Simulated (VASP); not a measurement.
# Rb (Im-3m) in VASP: notebook

Aim: see how the results for Rb move with the level of theory and the settings. Levels: RPBE, revPBE, BLYP, PBEsol. Tasks: single point.

Everything below comes from runs of VASP 6.6.1. Logs are shortened: lines on timing, memory, paths and dates and some standing lists are left out, and cuts for length are marked.

## 1. The cell of the first run

It takes space group Im-3m (No. 229, cubic). The conventional cell has a = 5.605 Å, b = 5.605 Å, c = 5.605 Å, α = 90.00°, β = 90.00°, γ = 90.00°.

## 2. Single point, RPBE

INCAR reads:

```
SYSTEM = Rb
ALGO     = Fast           ! electronic algorithm
EDIFF    = 1E-7           ! SCF threshold, eV
ENCUT    = 520            ! plane-wave cutoff, eV
GGA      = RP             ! functional
ISIF     = 2              ! what is computed and relaxed
ISMEAR   = -1             ! smearing method
LASPH    = .True.         ! aspherical terms in the spheres
LCHARG   = .False.        ! write CHGCAR
LREAL    = .False.        ! projectors in reciprocal space
LWAVE    = .False.        ! write WAVECAR
NBANDS   = 10             ! bands
NELM     = 80             ! most SCF steps
PREC     = Accurate       ! precision mode
SIGMA    = 0.05           ! smearing width, eV
```

KPOINTS reads:

```
k-points
0
Gamma
  7 7 7
  0 0 0
```

POSCAR reads:

```
Rb
1.0
   -2.8025000000      2.8025000000      2.8025000000
    2.8025000000     -2.8025000000      2.8025000000
    2.8025000000      2.8025000000     -2.8025000000
Rb
1
Direct
    0.0000000000      0.0000000000      0.0000000000
```

Potentials or basis: VASP PAW PBE potentials, release 64 (Rb_sv).

Run with:

```console
$ cat potpaw_PBE.64/Rb_sv/POTCAR > POTCAR
$ mpirun -np 1 vasp_std > vasp.out
```

OUTCAR:

```text
SYSTEM = Rb
   EDIFF = 1E-7
   ENCUT = 520
   GGA = RP
   ISIF = 2
   ISMEAR = -1
   LASPH = .True.
   LREAL = .False.
   NELM = 80
   PREC = Accurate

 ion  position               nearest neighbor table
   1  0.000  0.000  0.000-

  LATTYP: Found a body centered cubic cell.
 ALAT       =     5.6050000000

  Lattice vectors:

 A1 = (  -2.8025000000,   2.8025000000,   2.8025000000)
 A2 = (   2.8025000000,  -2.8025000000,   2.8025000000)
 A3 = (   2.8025000000,   2.8025000000,  -2.8025000000)

Analysis of symmetry for initial positions (statically):
=====================================================================
 Subroutine PRICEL returns:
 Original cell was already a primitive cell.

 Routine SETGRP: Setting up the symmetry group for a
 body centered cubic supercell.

 Subroutine GETGRP returns: Found 48 space group operations
 (whereof 48 operations were pure point group operations)
 out of a pool of 48 trial point group operations.

The static configuration has the point symmetry O_h .

Analysis of symmetry for dynamics (positions and initial velocities):
=====================================================================
 Subroutine PRICEL returns:
 Original cell was already a primitive cell.

 Routine SETGRP: Setting up the symmetry group for a
 body centered cubic supercell.

 Subroutine GETGRP returns: Found 48 space group operations
 (whereof 48 operations were pure point group operations)
 out of a pool of 48 trial point group operations.

The dynamic configuration has the point symmetry O_h .

 Subroutine INISYM returns: Found 48 space group operations
 (whereof 48 operations are pure point group operations),
 and found     1 'primitive' translations

----------------------------------------------------------------------------------------

                                     Primitive cell

  volume of cell :      88.0434

  direct lattice vectors                    reciprocal lattice vectors
    -2.802500000  2.802500000  2.802500000     0.000000000  0.178412132  0.178412132
     2.802500000 -2.802500000  2.802500000     0.178412132  0.000000000  0.178412132
     2.802500000  2.802500000 -2.802500000     0.178412132  0.178412132  0.000000000

  length of vectors
     4.854072388  4.854072388  4.854072388     0.252312857  0.252312857  0.252312857

  position of ions in fractional coordinates (direct lattice)
     0.000000000  0.000000000  0.000000000

  ion indices of the primitive-cell ions
   primitive index   ion index
                 1           1

----------------------------------------------------------------------------------------

 KPOINTS: k-points

Automatic generation of k-mesh.
 Grid dimensions read from file:
 generate k-points for:    7    7    7

 Generating k-lattice:

  Cartesian coordinates                     Fractional coordinates (reciprocal lattice)
     0.000000000  0.025487447  0.025487447     0.142857143  0.000000000  0.000000000
     0.025487447  0.000000000  0.025487447     0.000000000  0.142857143  0.000000000
     0.025487447  0.025487447  0.000000000     0.000000000  0.000000000  0.142857143

  Length of vectors
     0.036044694  0.036044694  0.036044694

  Shift w.r.t. Gamma in fractional coordinates (k-lattice)
     0.000000000  0.000000000  0.000000000

 Subroutine IBZKPT returns following result:
 ===========================================

 Found     20 irreducible k-points:

 Following reciprocal coordinates:
            Coordinates               Weight
  0.000000  0.000000  0.000000      1.000000
  0.142857  0.000000  0.000000     12.000000
  0.285714  0.000000  0.000000     12.000000
  0.428571  0.000000  0.000000     12.000000
  0.142857  0.142857  0.000000     24.000000
  0.285714  0.142857  0.000000     48.000000
[... 12 lines left out ...]
 -0.428571 -0.428571  0.285714      8.000000
 -0.428571  0.428571  0.428571      6.000000
   k-points           NKPTS =     20   k-points in BZ     NKDIM =     20   number of bands    NBANDS=     10
   number of dos      NEDOS =    301   number of ions     NIONS =      1
   total plane-waves  NPLWV =  46656
   dimension x,y,z NGX =    36 NGY =   36 NGZ =   36
   dimension x,y,z NGXF=    72 NGYF=   72 NGZF=   72
   ions per type =               1
   NGX,Y,Z   is equivalent  to a cutoff of  12.33, 12.33, 12.33 a.u.
   NGXF,Y,Z  is equivalent  to a cutoff of  24.66, 24.66, 24.66 a.u.
 SYSTEM =  Rb
   PREC   = accura    normal or accurate (medium, high low for compatibility)
   ISTART =      0    job   : 0-new  1-cont  2-samecut
   ICHARG =      2    charge: 1-file 2-atom 10-const
   ISPIN  =      1    spin polarized calculation?
   LNONCOLLINEAR =      F non collinear calculations
   LSORBIT =      F    spin-orbit coupling
   LASPH  =      T    aspherical Exc in radial PAW
   ENCUT  =  520.0 eV  38.22 Ry    6.18 a.u.   9.03  9.03  9.03*2*pi/ulx,y,z
   NELM   =     80;   NELMIN=  2; NELMDL= -5     # of ELM steps
   EDIFF  = 0.1E-06   stopping-criterion for ELM
   LREAL  =      F    real-space projection
   EDIFFG = 0.1E-05   stopping-criterion for IOM
   NSW    =      0    number of steps for IOM
   IBRION =     -1    ionic relax: 0-MD 1-quasi-New 2-CG
   NFREE  =      0    steps in history (QN), initial steepest desc. (CG)
   ISIF   =      2    stress and relaxation
   ISYM   =      2    0-nonsym 1-usesym 2-fastsym
   POTIM  = 0.5000    time-step for ionic-motion
   TEBEG  =    0.0;   TEEND  =   0.0 temperature during run
   PSTRESS=    0.0 pullay stress
   NELECT =       9.0000    total number of electrons
   NUPDOWN=      -1.0000    fix difference up-down
   EMIN   =  10.00;   EMAX   =-10.00  energy-range for DOS
   EFERMI =   0.00;   METHOD = LEGACY
   ISMEAR =    -1;   SIGMA  =   0.05  broadening in eV -4-tet -1-fermi 0-gaus
   EFERMI_NEDOS =   21; number of points for ismear=-14 and -15
   IALGO  =     68    algorithm
   IMIX   =      4    mixing-type and parameters
     AMIX     =   0.40;   BMIX     =  1.00
     AMIX_MAG =   1.60;   BMIX_MAG =  1.00
  volume/ion in A,a.u.               =      88.04       594.15
  Fermi-wavevector in a.u.,A,eV,Ry     =   0.765462  1.446513  7.972081  0.585931
  Thomas-Fermi vector in A             =   1.865587
   LORBIT       =      0    0 simple, 1 ext, 2 COOP (PROOUT), +10 PAW based schemes
   GGA     = RP    functional components
   LHFCALC =     F    Hartree Fock is set to
   AEXX    =    0.0000 exact exchange contribution
   IVDW    =     0    specifies the selected vdW correction
   LEPSILON=     F    determine dielectric tensor
   LRPA    =     F    only Hartree local field effects (RPA)
 non-spin polarized calculation
 RMM-DIIS sequential band-by-band and
  energy-cutoff  :      520.00
  volume of cell :       88.04
 maximum number of plane-waves:      2398
   NGX = 19   NGY = 19   NGZ = 19

 number of electron       9.0000000 magnetization

 Free energy of the ion-electron system (eV)
  ---------------------------------------------------
  ext. energy  EPLUGINS =         0.00000000
  ---------------------------------------------------
  free energy    TOTEN  =        -0.81693925 eV

  energy without entropy =       -0.80907750  energy(sigma->0) =       -0.81300838

 E-fermi :   0.2164     XC(G=0):  -5.4072

 val. band max:        0.1656712871   @ k =  -0.2857   0.4286   0.1429
 cond. band min:       0.3259601294   @ k =  -0.4286   0.4286   0.1429
 fundamental gap:      0.1602888423
 Fermi energy:         0.2163576122

 k-point     1 :       0.0000    0.0000    0.0000
  band No.  band energies     occupation
      1     -28.7199      2.00000
      2     -12.7690      2.00000
      3     -12.7690      2.00000
      4     -12.7690      2.00000
      5      -1.7824      2.00000
      6       3.9829      0.00000
      7       3.9829      0.00000
      8       3.9829      0.00000
      9       4.9062      0.00000
     10       4.9062      0.00000

 k-point     2 :       0.1429    0.0000    0.0000
  band No.  band energies     occupation
      1     -28.7190      2.00000
      2     -12.7891      2.00000
      3     -12.7755      2.00000
      4     -12.7690      2.00000
      5      -1.5378      2.00000
      6       3.5246      0.00000
      7       3.6677      0.00000
      8       4.2123      0.00000
      9       4.6404      0.00000
     10       4.8262      0.00000

 k-point     3 :       0.2857    0.0000    0.0000
  band No.  band energies     occupation
      1     -28.7169      2.00000
      2     -12.8334      2.00000
      3     -12.7902      2.00000
      4     -12.7690      2.00000
      5      -0.8514      2.00000
      6       2.4296      0.00000
      7       3.1737      0.00000
      8       4.7821      0.00000
      9       4.8417      0.00000
     10       4.8788      0.00000

 k-point     4 :       0.4286    0.0000    0.0000
  band No.  band energies     occupation
      1     -28.7153      2.00000
      2     -12.8681      2.00000
      3     -12.8019      2.00000
      4     -12.7690      2.00000
      5       0.1194      1.74862
      6       1.3535      0.00000
      7       2.8793      0.00000
      8       4.6627      0.00000
      9       5.1802      0.00000
     10       5.9104      0.00000
[... 170 lines left out ...]
 k-point    18 :      -0.4286    0.4286    0.2857
  band No.  band energies     occupation
      1     -28.7129      2.00000
      2     -12.8512      2.00000
      3     -12.8261      2.00000
      4     -12.8153      2.00000
      5       0.8162      0.00001
      6       1.6265      0.00000
      7       2.9885      0.00000
      8       3.2827      0.00000
      9       4.2046      0.00000
     10       5.9009      0.00000

 k-point    19 :      -0.4286   -0.4286    0.2857
  band No.  band energies     occupation
      1     -28.7123      2.00000
      2     -12.8448      2.00000
      3     -12.8448      2.00000
      4     -12.8186      2.00000
      5       1.3813      0.00000
      6       1.3813      0.00000
      7       2.4933      0.00000
      8       3.9072      0.00000
      9       3.9072      0.00000
     10       5.6632      0.00000

 k-point    20 :      -0.4286    0.4286    0.4286
  band No.  band energies     occupation
      1     -28.7116      2.00000
      2     -12.8428      2.00000
      3     -12.8394      2.00000
      4     -12.8394      2.00000
      5       1.2795      0.00000
      6       1.5297      0.00000
      7       3.3988      0.00000
      8       3.5009      0.00000
      9       3.5009      0.00000
     10       5.8773      0.00000

------------------------ aborting loop because EDIFF is reached ----------------------------------------

  FORCE on cell =-STRESS in cart. coord.  units (eV):
  Direction    XX          YY          ZZ          XY          YZ          ZX
  --------------------------------------------------------------------------------------
  -------------------------------------------------------------------------------------
  Total        0.2173291      0.2173291      0.2173291     -0.0000000      0.0000000      0.0000000
  in kB        3.9548646      3.9548646      3.9548646     -0.0000000      0.0000000      0.0000000
  external PRESSURE =       3.9548646 kB  Pullay stress =       0.0000000 kB

 VOLUME and BASIS-vectors are now :
 -----------------------------------------------------------------------------
  energy-cutoff  :      520.00
  volume of cell :       88.04
      direct lattice vectors                 reciprocal lattice vectors
    -2.802500000  2.802500000  2.802500000     0.000000000  0.178412132  0.178412132
     2.802500000 -2.802500000  2.802500000     0.178412132  0.000000000  0.178412132
     2.802500000  2.802500000 -2.802500000     0.178412132  0.178412132  0.000000000

 POSITION                                       TOTAL-FORCE (eV/Angst)
 -----------------------------------------------------------------------------------
      0.00000      0.00000      0.00000        -0.000000      0.000000      0.000000
 -----------------------------------------------------------------------------------
    total drift:                               -0.000000      0.000000      0.000000

  FREE ENERGIE OF THE ION-ELECTRON SYSTEM (eV)
  ---------------------------------------------------
  free  energy   TOTEN  =        -0.8169392545 eV

  energy  without entropy=       -0.8090774997  energy(sigma->0) =       -0.81300838
```

Wall time 12 s (1 thread of Intel Xeon 6975P-C (Granite Rapids), shared host); peak memory 0.2 GiB.

Results:

```
Free energy : -0.8169 eV
Pressure    : 0.4 GPa
```

Caveat: the PAW data sets were made with another functional, which shifts forces and pressure a little.

## 3. Single point, revPBE

INCAR reads:

```
ALGO = Normal ; EDIFF = 1E-7
ENCUT = 520 ; GGA = RE
ISIF = 2 ; ISMEAR = -1
LASPH = True ; LCHARG = True
LELF = True ; LREAL = False
LVHAR = True ; LWAVE = False
NBANDS = 10 ; NELM = 60
PREC = Accurate ; SIGMA = 0.05
```

KPOINTS reads:

```
k-points
0
Gamma
  7 7 7
```

POSCAR is that of step 2.

Potentials or basis: VASP PAW PBE potentials, release 64 (Rb_sv).

Run with:

```console
$ cat potpaw_PBE.64/Rb_sv/POTCAR > POTCAR
$ mpirun -np 1 vasp_std > vasp.out
```

Wall time 9.3 s (1 thread of Intel Xeon 6975P-C (Granite Rapids), shared host); peak memory 0.2 GiB.

It converged, with:

```
Free energy : -0.8288 eV
Pressure    : 0.3 GPa
```

Levels at points of the mesh, in eV from the Fermi level:
```
           k point  band 3  band 4  band 5  band 6  band 7  band 8
(0.00, 0.00, 0.00)  -12.98  -12.98   -2.00    3.76    3.76    3.76
```

Caveat: the PAW data sets were made with another functional, which shifts forces and pressure a little.

## 4. Single point, BLYP

INCAR reads:

```
SYSTEM = Rb
PREC = Accurate ; ENCUT = 520
EDIFF = 1E-7 ; ISMEAR = -1
SIGMA = 0.05 ; LREAL = .False.
LASPH = .True. ; NELM = 60
ALGO = Normal ; ISIF = 2
LWAVE = .False. ; LCHARG = .False.
GGA = B5 ; ALDAX = 1.0
AGGAX = 1.0 ; AGGAC = 1.0
ALDAC = 0.0 ; NBANDS = 10
```

KPOINTS reads:

```
regular mesh
0
Gamma
  7 7 7
  0 0 0
```

POSCAR is that of step 3.

Run with:

```console
$ cat potpaw_PBE.64/Rb_sv/POTCAR > POTCAR
$ mpirun -np 1 vasp_std > vasp.out
```

Run time: 19 s. Hardware: 1 thread of Intel Xeon 6975P-C (Granite Rapids), shared host; peak memory 0.2 GiB.

Results (log left out):

| Quantity | Value |
| --- | --- |
| Free energy | -0.6039 eV |
| Pressure | 0.2 GPa |

Levels at points of the mesh, in eV from the Fermi level:
```csv
k point,band 1,band 2,band 3,band 4,band 5,band 6,band 7,band 8,band 9,band 10
"(0.00, 0.00, 0.00)",-29.01,-13.10,-13.10,-13.10,-2.02,3.48,3.48,3.48,4.46,4.46
```

Caveat: the PAW data sets were made with another functional, which shifts forces and pressure a little.

(Part 1 of 2 ends here.)
